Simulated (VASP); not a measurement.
# Ge2Sb2Te5 (P-3m1) in VASP: further runs

The runs below take Ge2Sb2Te5 through single point, with PBE.

All numbers are computed with VASP 6.6.1; they aren't measurements. Logs are shortened: lines on timing, memory, paths and dates and some standing lists are left out, and cuts for length are marked.

## Step 1: The cell of the first run

It takes space group P-3m1 (No. 164, trigonal). Conventional cell: a = 4.389 Å, b = 4.389 Å, c = 19.800 Å, α = 90.00°, β = 90.00°, γ = 120.00°. Ge (site symmetry 3m) has 6 Te at 2.97 to 3.51 Å within 3.9 Å. Within 4.2 Å of Sb (site symmetry 3m) lie 6 Te at 3.17 to 3.37 Å. Te (site symmetry -3m) has 6 Sb at 3.37 Å and 6 Te at 4.39 Å within 4.4 Å. Within 4.2 Å of Te (site symmetry 3m) lie 3 Sb at 3.17 Å and 3 Ge at 3.51 Å. Within 3.9 Å of Te (site symmetry 3m) lie 3 Ge at 2.97 Å.

## Step 2: Single point, PBE (36.71 Å³/atom)

Contents of INCAR:

```
PREC = Accurate
ENCUT = 520
EDIFF = 1E-6
ISMEAR = 0
SIGMA = 0.03
LREAL = F
LASPH = T
NELM = 60
ALGO = Normal
ISIF = 2
LWAVE = F
LCHARG = T
GGA = PE
LELF = T
LVHAR = T
NBANDS = 44
```

Contents of KPOINTS:

```
Automatic mesh
0
Gamma
  12 12 2
```

Contents of POSCAR:

```
Ge2Sb2Te5
1.0
    4.3894916798      0.0000000000      0.0000000000
   -2.1947458399      3.8014113044      0.0000000000
    0.0000000000      0.0000000000     19.8001190691
Ge Sb Te
2 2 5
Direct
    0.0000000000      0.0000000000      0.3313200918
    0.0000000000      0.0000000000      0.6686799082
    0.3333333333      0.6666666667      0.1120971408
    0.6666666667      0.3333333333      0.8879028592
    0.0000000000      0.0000000000      0.0000000000
    0.3333333333      0.6666666667      0.7914345914
    0.6666666667      0.3333333333      0.2085654086
    0.3333333333      0.6666666667      0.4096023866
    0.6666666667      0.3333333333      0.5903976134
```

Potentials or basis: VASP PAW PBE potentials, release 64 (Ge_d, Sb, Te).

The run is started by

```sh
> cat potpaw_PBE.64/Ge_d/POTCAR potpaw_PBE.64/Sb/POTCAR potpaw_PBE.64/Te/POTCAR > POTCAR
> mpirun -np 1 vasp_std > vasp.out
```

OUTCAR:

```text
PREC = Accurate
   ENCUT = 520
   EDIFF = 1E-6
   ISMEAR = 0
   LREAL = F
   LASPH = T
   NELM = 60
   ISIF = 2
   GGA = PE

 ion  position               nearest neighbor table
   1  0.000  0.000  0.331-   8 2.97   8 2.97   8 2.97
   2  0.000  0.000  0.669-   9 2.97   9 2.97   9 2.97
   3  0.333  0.667  0.112-   7 3.17   7 3.17   7 3.17   5 3.37   5 3.37   5 3.37
   4  0.667  0.333  0.888-   6 3.17   6 3.17   6 3.17   5 3.37   5 3.37   5 3.37
   5  0.000  0.000  0.000-   3 3.37   4 3.37   3 3.37   4 3.37   4 3.37   3 3.37
   6  0.333  0.667  0.791-   4 3.17   4 3.17   4 3.17
   7  0.667  0.333  0.209-   3 3.17   3 3.17   3 3.17
   8  0.333  0.667  0.410-   1 2.97   1 2.97   1 2.97
   9  0.667  0.333  0.590-   2 2.97   2 2.97   2 2.97

  LATTYP: Found a hexagonal cell.
 ALAT       =     4.3894916798
 C/A-ratio  =     4.5108000000

  Lattice vectors:

 A1 = (   4.3894916798,   0.0000000000,   0.0000000000)
 A2 = (  -2.1947458399,   3.8014113044,   0.0000000000)
 A3 = (   0.0000000000,   0.0000000000,  19.8001190691)

Analysis of symmetry for initial positions (statically):
=====================================================================
 Subroutine PRICEL returns:
 Original cell was already a primitive cell.

 Routine SETGRP: Setting up the symmetry group for a
 hexagonal supercell.

 Subroutine GETGRP returns: Found 12 space group operations
 (whereof 12 operations were pure point group operations)
 out of a pool of 24 trial point group operations.

The static configuration has the point symmetry D_3d.

Analysis of symmetry for dynamics (positions and initial velocities):
=====================================================================
 Subroutine PRICEL returns:
 Original cell was already a primitive cell.

 Routine SETGRP: Setting up the symmetry group for a
 hexagonal supercell.

 Subroutine GETGRP returns: Found 12 space group operations
 (whereof 12 operations were pure point group operations)
 out of a pool of 24 trial point group operations.

The dynamic configuration has the point symmetry D_3d.

 Subroutine INISYM returns: Found 12 space group operations
 (whereof 12 operations are pure point group operations),
 and found     1 'primitive' translations

----------------------------------------------------------------------------------------

                                     Primitive cell

  volume of cell :     330.3900

  direct lattice vectors                    reciprocal lattice vectors
     4.389491680  0.000000000  0.000000000     0.227816812  0.131530098  0.000000000
    -2.194745840  3.801411304  0.000000000     0.000000000  0.263060195  0.000000000
     0.000000000  0.000000000 19.800119069     0.000000000  0.000000000  0.050504747

  length of vectors
     4.389491680  4.389491680 19.800119069     0.263060195  0.263060195  0.050504747

  position of ions in fractional coordinates (direct lattice)
     0.000000000  0.000000000  0.331320092
     0.000000000  0.000000000  0.668679908
     0.333333333  0.666666667  0.112097141
     0.666666667  0.333333333  0.887902859
     0.000000000  0.000000000  0.000000000
     0.333333333  0.666666667  0.791434591
     0.666666667  0.333333333  0.208565409
     0.333333333  0.666666667  0.409602387
     0.666666667  0.333333333  0.590397613

  ion indices of the primitive-cell ions
   primitive index   ion index
                 1           1
                 2           2
                 3           3
                 4           4
                 5           5
                 6           6
                 7           7
                 8           8
                 9           9

----------------------------------------------------------------------------------------

 KPOINTS: Automatic mesh

Automatic generation of k-mesh.
 Grid dimensions read from file:
 generate k-points for:   12   12    2

 Generating k-lattice:

  Cartesian coordinates                     Fractional coordinates (reciprocal lattice)
     0.018984734  0.010960841  0.000000000     0.083333333 -0.000000000  0.000000000
[... 45 lines left out ...]
  energy-cutoff  :      520.00
  volume of cell :      330.39
 maximum number of plane-waves:      8923
 NGX is ok and might be reduce to    36
   NGX = 17   NGY = 17   NGZ = 73

 number of electron      67.9999981 magnetization

 Free energy of the ion-electron system (eV)
  ---------------------------------------------------
  ext. energy  EPLUGINS =         0.00000000
  ---------------------------------------------------
  free energy    TOTEN  =       -33.00110020 eV

  energy without entropy =      -33.00064639  energy(sigma->0) =      -33.00087330

 E-fermi :   4.3066     XC(G=0):  -8.5587

 val. band max:        4.2848060298   @ k =   0.0000   0.0000   0.0000
 cond. band min:       4.3346932183   @ k =   0.3333   0.0000   0.5000
 fundamental gap:      0.0498871885
 Fermi energy:         4.3065917263

 k-point     1 :       0.0000    0.0000    0.0000
  band No.  band energies     occupation
      1     -20.5192      2.00000
      2     -20.5192      2.00000
      3     -20.5192      2.00000
      4     -20.5192      2.00000
      5     -20.5111      2.00000
      6     -20.5111      2.00000
[... 36 lines left out ...]
     43       6.2953      0.00000
     44       6.3050      0.00000

 k-point     2 :       0.0833    0.0000    0.0000
  band No.  band energies     occupation
      1     -20.5192      2.00000
      2     -20.5192      2.00000
      3     -20.5191      2.00000
      4     -20.5191      2.00000
      5     -20.5111      2.00000
      6     -20.5111      2.00000
[... 36 lines left out ...]
     43       6.4458      0.00000
     44       6.5147      0.00000

 k-point     3 :       0.1667    0.0000    0.0000
  band No.  band energies     occupation
      1     -20.5193      2.00000
      2     -20.5193      2.00000
      3     -20.5188      2.00000
      4     -20.5188      2.00000
      5     -20.5113      2.00000
      6     -20.5113      2.00000
[... 976 lines left out ...]
     43       6.9372      0.00000
     44       7.0398      0.00000

 k-point    24 :       0.3333    0.0000    0.5000
  band No.  band energies     occupation
      1     -20.5196      2.00000
      2     -20.5196      2.00000
      3     -20.5180      2.00000
      4     -20.5180      2.00000
      5     -20.5118      2.00000
      6     -20.5117      2.00000
[... 36 lines left out ...]
     43       7.0512      0.00000
     44       7.2281      0.00000

 [... further k-points ...]

------------------------ aborting loop because EDIFF is reached ----------------------------------------

  FORCE on cell =-STRESS in cart. coord.  units (eV):
  Direction    XX          YY          ZZ          XY          YZ          ZX
  --------------------------------------------------------------------------------------
  -------------------------------------------------------------------------------------
  Total       -8.8566837     -8.8566837    -12.1380565      0.0000000      0.0000000      0.0000000
  in kB      -42.9491745    -42.9491745    -58.8617058      0.0000000      0.0000000      0.0000000
  external PRESSURE =     -48.2533516 kB  Pullay stress =       0.0000000 kB

 VOLUME and BASIS-vectors are now :
 -----------------------------------------------------------------------------
  energy-cutoff  :      520.00
  volume of cell :      330.39
      direct lattice vectors                 reciprocal lattice vectors
     4.389491680  0.000000000  0.000000000     0.227816812  0.131530098  0.000000000
    -2.194745840  3.801411304  0.000000000     0.000000000  0.263060195  0.000000000
     0.000000000  0.000000000 19.800119069     0.000000000  0.000000000  0.050504747

 POSITION                                       TOTAL-FORCE (eV/Angst)
 -----------------------------------------------------------------------------------
      0.00000      0.00000      6.56018         0.000000      0.000000      0.688157
      0.00000      0.00000     13.23994        -0.000000      0.000000     -0.688157
     -0.00000      2.53427      2.21954         0.000000     -0.000000      0.345246
      2.19475      1.26714     17.58058        -0.000000      0.000000     -0.345246
      0.00000      0.00000      0.00000         0.000000      0.000000      0.000000
     -0.00000      2.53427     15.67050        -0.000000      0.000000      0.923473
      2.19475      1.26714      4.12962         0.000000     -0.000000     -0.923473
     -0.00000      2.53427      8.11018         0.000000      0.000000     -0.884957
      2.19475      1.26714     11.68994        -0.000000     -0.000000      0.884957
 -----------------------------------------------------------------------------------
    total drift:                                0.000000     -0.000000     -0.000000

  FREE ENERGIE OF THE ION-ELECTRON SYSTEM (eV)
  ---------------------------------------------------
  free  energy   TOTEN  =       -33.0011002042 eV

  energy  without entropy=      -33.0006463864  energy(sigma->0) =      -33.00087330
```

It took 13 min on 1 thread of Intel Xeon 8259CL, shared host; peak memory 0.79 GiB.

What came out:

```
Free energy            : -33.0011 eV
Pressure               : -4.8 GPa
Largest force          : 0.923 eV/Å
Band gap on the k mesh : 0.05 eV (least direct gap 0.08 eV)
```

Forces in eV/Å, atoms in the order of the input:
```
Ge   0.000  0.000  0.688
Ge   0.000  0.000 -0.688
Sb   0.000  0.000  0.345
Sb   0.000  0.000 -0.345
Te   0.000  0.000  0.000
Te   0.000  0.000  0.923
Te   0.000  0.000 -0.923
Te   0.000  0.000 -0.885
Te   0.000  0.000  0.885
```

Levels at points of the mesh, in eV from the valence-band top:
| k point | band 32 | band 33 | band 34 | band 35 | band 36 | band 37 |
| --- | --- | --- | --- | --- | --- | --- |
| (0.00, 0.00, 0.00) | -0.97 | -0.97 | 0.00 | 0.08 | 0.33 | 0.33 |
| (0.50, 0.00, 0.00) | -1.39 | -1.26 | -1.21 | 0.20 | 0.34 | 0.60 |
| (0.00, 0.00, 0.50) | -1.01 | -0.93 | -0.12 | 0.17 | 0.33 | 0.33 |
| (0.50, 0.00, 0.50) | -1.78 | -1.36 | -0.80 | 0.09 | 0.44 | 0.57 |

Caveat: the cell stands under tension; spin-orbit coupling is left out, which moves the levels of the heavy elements; this functional lacks dispersion, which binds layers or chains, so the pressure and a relaxed spacing across them are unreliable.

## Step 3: Single point, PBE (29.96 Å³/atom)

This run uses another cell than the first one, of 29.96 Å³/atom.

Contents of INCAR:

```
SYSTEM = Ge2Sb2Te5
ALGO = Normal
EDIFF = 1E-6
ENCUT = 520
GGA = PE
ISIF = 2
ISMEAR = 0
LASPH = .TRUE.
LCHARG = .TRUE.
LELF = .TRUE.
LREAL = .FALSE.
LVHAR = .TRUE.
LWAVE = .FALSE.
NBANDS = 44
NELM = 80
PREC = Accurate
SIGMA = 0.03
```

Contents of KPOINTS:

```
k-points
0
G
  12 12 2
  0 0 0
```

POSCAR, as its differences from that of step 2:

```diff
@@ -2,5 +2,5 @@
 1.0
-    4.3894916798      0.0000000000      0.0000000000
-   -2.1947458399      3.8014113044      0.0000000000
-    0.0000000000      0.0000000000     19.8001190691
+    4.0198848015      0.0000000000      0.0000000000
+   -2.0099424007      3.4813223584      0.0000000000
+    0.0000000000      0.0000000000     19.2669058650
 Ge Sb Te
```

Potentials or basis: VASP PAW PBE potentials, release 64 (Ge_d, Sb, Te).

The run is started by

```sh
> cat potpaw_PBE.64/Ge_d/POTCAR potpaw_PBE.64/Sb/POTCAR potpaw_PBE.64/Te/POTCAR > POTCAR
> mpirun -np 1 vasp_std > vasp.out
```

Run time: 5.6 min. Hardware: 1 thread of AMD EPYC 9R45 (Zen 5), shared host; peak memory 0.58 GiB.

It converged, with:

```
Free energy            : -33.4315 eV
Pressure               : 2.9 GPa
Largest force          : 0.202 eV/Å
Band gap on the k mesh : zero (bands 34 and 35 overlap by 0.61 eV)
```

Forces in eV/Å, atoms in the order of the input:
```
Ge   0.000  0.000 -0.089
Ge   0.000  0.000  0.089
Sb   0.000  0.000 -0.202
Sb   0.000  0.000  0.202
Te   0.000  0.000  0.000
Te   0.000  0.000 -0.128
Te   0.000  0.000  0.128
Te   0.000  0.000  0.066
Te   0.000  0.000 -0.066
```

Stress tensor (GPa, compression positive):
```
4.23 0.00 0.00
0.00 4.23 0.00
0.00 0.00 0.14
```

Levels at points of the mesh, in eV from the Fermi level:
| k point | band 30 | band 31 | band 32 | band 33 | band 34 | band 35 | band 36 | band 37 | band 38 | band 39 |
| --- | --- | --- | --- | --- | --- | --- | --- | --- | --- | --- |
| (0.00, 0.00, 0.00) | -0.76 | -0.74 | -0.74 | -0.69 | 0.51 | 0.81 | 0.83 | 0.83 | 1.58 | 1.58 |
| (0.50, 0.00, 0.00) | -2.37 | -2.32 | -1.47 | -1.43 | -1.20 | -0.10 | 0.57 | 0.92 | 1.48 | 1.89 |
| (0.00, 0.00, 0.50) | -1.08 | -0.75 | -0.75 | -0.14 | 0.30 | 0.84 | 0.84 | 0.88 | 1.55 | 1.55 |
| (0.50, 0.00, 0.50) | -2.45 | -2.24 | -2.11 | -1.40 | -0.78 | 0.12 | 0.37 | 0.88 | 1.43 | 1.64 |

Caveat: spin-orbit coupling is left out, which moves the levels of the heavy elements; this functional lacks dispersion, which binds layers or chains, so the pressure and a relaxed spacing across them are unreliable.

## Step 4: Single point, PBE (31.65 Å³/atom)

This run uses another cell than the first one, of 31.65 Å³/atom.

Contents of INCAR:

```
PREC = Accurate
ENCUT = 520
EDIFF = 1E-6
ISMEAR = 0
SIGMA = 0.03
LREAL = F
LASPH = T
NELM = 60
ALGO = Normal
ISIF = 2
LWAVE = F
LCHARG = F
GGA = PE
NBANDS = 44
```

Contents of KPOINTS:

```
Automatic mesh
0
Gamma
  12 12 2
```

POSCAR, as its differences from that of step 3:

```diff
@@ -2,5 +2,5 @@
 1.0
-    4.0198848015      0.0000000000      0.0000000000
-   -2.0099424007      3.4813223584      0.0000000000
-    0.0000000000      0.0000000000     19.2669058650
+    4.1776229135      0.0000000000      0.0000000000
+   -2.0888114567      3.6179275706      0.0000000000
+    0.0000000000      0.0000000000     18.8444214384
 Ge Sb Te
```

The run is started by

```sh
> cat potpaw_PBE.64/Ge_d/POTCAR potpaw_PBE.64/Sb/POTCAR potpaw_PBE.64/Te/POTCAR > POTCAR
> mpirun -np 1 vasp_std > vasp.out
```

It took 6 min on 1 thread of AMD EPYC 9R45 (Zen 5), shared host; peak memory 0.63 GiB.

It converged, with:

| Property | Result |
| --- | --- |
| Free energy | -33.7789 eV |
| Pressure | 0.1 GPa |
| Largest force | 0.155 eV/Å |
| Band gap on the k mesh | zero (bands 34 and 35 overlap by 0.15 eV) |

Forces on the atoms (eV/Å):
```
Ge   0.000  0.000  0.090
Ge   0.000  0.000 -0.090
Sb   0.000  0.000 -0.001
Sb   0.000  0.000  0.001
Te   0.000  0.000  0.000
Te   0.000  0.000  0.143
Te   0.000  0.000 -0.143
Te   0.000  0.000 -0.155
Te   0.000  0.000  0.155
```

Stress tensor (GPa, compression positive):
```
 0.74  0.00  0.00
 0.00  0.74  0.00
 0.00  0.00 -1.25
```

Levels at points of the mesh, in eV from the Fermi level:
| k point | band 30 | band 31 | band 32 | band 33 | band 34 | band 35 | band 36 | band 37 | band 38 | band 39 |
| --- | --- | --- | --- | --- | --- | --- | --- | --- | --- | --- |
| (0.00, 0.00, 0.00) | -1.24 | -1.24 | -1.17 | -1.06 | 0.14 | 0.15 | 0.32 | 0.32 | 1.12 | 1.12 |
| (0.50, 0.00, 0.00) | -2.41 | -2.20 | -1.71 | -1.45 | -1.36 | 0.06 | 0.33 | 0.63 | 1.29 | 1.77 |
| (0.00, 0.00, 0.50) | -1.35 | -1.26 | -1.26 | -0.77 | 0.00 | 0.25 | 0.33 | 0.33 | 1.10 | 1.10 |
| (0.50, 0.00, 0.50) | -2.57 | -2.18 | -2.15 | -1.67 | -0.87 | 0.04 | 0.40 | 0.58 | 1.45 | 1.62 |

Caveat: spin-orbit coupling is left out, which moves the levels of the heavy elements; this functional lacks dispersion, which binds layers or chains, so the pressure and a relaxed spacing across them are unreliable.

## Step 5: Single point, PBE (31.65 Å³/atom)

This run uses another cell than the first one, of 31.65 Å³/atom.

Contents of INCAR:

```
SYSTEM = Ge2Sb2Te5
PREC     = Accurate       ! precision mode
ENCUT    = 520            ! plane-wave cutoff, eV
EDIFF    = 1E-6           ! SCF threshold, eV
ISMEAR   = 0              ! smearing method
SIGMA    = 0.03           ! smearing width, eV
LREAL    = .FALSE.        ! projectors in reciprocal space
LASPH    = .TRUE.         ! aspherical terms in the spheres
NELM     = 100            ! most SCF steps
ALGO     = Normal         ! electronic algorithm
ISIF     = 2              ! what is computed and relaxed
LWAVE    = .FALSE.        ! write WAVECAR
LCHARG   = .FALSE.        ! write CHGCAR
GGA      = PE             ! functional
NBANDS   = 44             ! bands
```

Contents of KPOINTS:

```
Automatic mesh
0
G
  12 12 2
  0 0 0
```

POSCAR, as its differences from that of step 4:

```diff
@@ -2,5 +2,5 @@
 1.0
-    4.1776229135      0.0000000000      0.0000000000
-   -2.0888114567      3.6179275706      0.0000000000
-    0.0000000000      0.0000000000     18.8444214384
+    4.5295345105      0.0000000000      0.0000000000
+   -2.2647672552      3.9226919534      0.0000000000
+    0.0000000000      0.0000000000     16.0300226326
 Ge Sb Te
```

The run is started by

```sh
> cat potpaw_PBE.64/Ge_d/POTCAR potpaw_PBE.64/Sb/POTCAR potpaw_PBE.64/Te/POTCAR > POTCAR
> mpirun -np 1 vasp_std > vasp.out
```

Run time: 5.3 min. Hardware: 1 thread of AMD EPYC 9R45 (Zen 5), shared host; peak memory 0.64 GiB.

Results (log left out):

```yaml
Free_energy: -33.2992 eV
Pressure: -0.5 GPa
Largest_force: 0.323 eV/Å
Band_gap_on_the_k_mesh: zero (bands 34 and 35 overlap by 0.08 eV)
```

Forces in eV/Å, atoms in the order of the input:
```
Ge   0.000  0.000 -0.027
Ge   0.000  0.000  0.027
Sb   0.000  0.000 -0.030
Sb   0.000  0.000  0.030
Te   0.000  0.000  0.000
Te   0.000  0.000 -0.193
Te   0.000  0.000  0.193
Te   0.000  0.000  0.323
Te   0.000  0.000 -0.323
```

Stress tensor (GPa, compression positive):
```
-2.07  0.00  0.00
 0.00 -2.07  0.00
 0.00  0.00  2.56
```

Levels at points of the mesh, in eV from the Fermi level:
| k point | band 31 | band 32 | band 33 | band 34 | band 35 | band 36 | band 37 | band 38 |
| --- | --- | --- | --- | --- | --- | --- | --- | --- |
| (0.00, 0.00, 0.00) | -1.43 | -1.29 | -1.17 | -0.59 | -0.05 | -0.05 | 0.49 | 0.68 |
| (0.50, 0.00, 0.00) | -1.49 | -1.41 | -0.79 | -0.20 | 0.76 | 1.15 | 1.75 | 1.76 |
| (0.00, 0.00, 0.50) | -1.47 | -1.27 | -1.17 | -0.62 | 0.00 | 0.00 | 0.56 | 0.67 |
| (0.50, 0.00, 0.50) | -1.53 | -1.31 | -0.90 | -0.18 | 0.29 | 0.98 | 1.90 | 2.29 |

Caveat: spin-orbit coupling is left out, which moves the levels of the heavy elements; this functional lacks dispersion, which binds layers or chains, so the pressure and a relaxed spacing across them are unreliable.

## Step 6: Overview

| cell | gap on the mesh (eV) | pressure (GPa) | largest force (eV/Å) |
| --- | --- | --- | --- |
| a = 4.389, b = 4.389, c = 19.800 Å, angles 90.0, 90.0, 120.0°, 9 atoms | 0.05 | -4.8 | 0.92 |
| a = 4.020, b = 4.020, c = 19.267 Å, angles 90.0, 90.0, 120.0°, 9 atoms | none | 2.9 | 0.20 |
| a = 4.178, b = 4.178, c = 18.844 Å, angles 90.0, 90.0, 120.0°, 9 atoms | none | 0.1 | 0.16 |
| a = 4.530, b = 4.530, c = 16.030 Å, angles 90.0, 90.0, 120.0°, 9 atoms | none | -0.5 | 0.32 |

Alike in all rows: task single point; level PBE; potentials or basis VASP PAW PBE potentials, release 64 (Ge_d, Sb, Te); no spin polarisation; k mesh 12 × 12 × 2; cutoff (eV) 520; smearing gaussian 0.03 eV.

Caveats: spin-orbit coupling is left out, which moves the levels of the heavy elements; this functional lacks dispersion, which binds layers or chains, so the pressure and a relaxed spacing across them are unreliable; the cell stands under tension (at least some runs).

Total energies depend on the potentials used, so only differences within one code and one set of settings carry meaning.

The gap in the log of VASP goes by the Fermi energy; the results here count the filled bands.